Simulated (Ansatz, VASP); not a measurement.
# Two plane-wave programs on P

```
P
1.0
    -1.69151    2.51517    1.85894
     1.69151   -2.51517    1.85894
     1.69151    2.51517   -1.85894
P
2
Direct
  0.88400 0.13400 0.75000
  0.19669 0.94669 0.25000
```

Alike in both runs: task single point; functional PBEsol; k mesh 18 × 18 × 18; occupations gaussian, width 0.15 eV; no spin polarisation.

```csv
,VASP,Ansatz
version,VASP 6.6.1,Ansatz 0.2.0
potentials or method,"VASP PAW PBE potentials, release 64 (P), cutoff 520 eV","scalar-relativistic, plane waves, PAW"
valence electrons in the cell,10,10
```

```tsv
	VASP	Ansatz	Ansatz less VASP
gap on the k mesh at the Fermi level (eV)	none	none	-
pressure (GPa)	12.1	12.2	+0.12
traceless stress, the component that is largest in VASP (GPa)	-14.49	-14.86	-0.365
rms of the force components (eV/Å)	2.292	2.313	+0.0212
```

VASP's potentials were made for PBE, not for PBEsol. Atom by atom the forces differ by 0.021 eV/Å (rms over components). A gap of «none» marks a metal or a gap that the smearing closes. With one functional, cell and mesh, what is left measures potentials, basis and numerics.
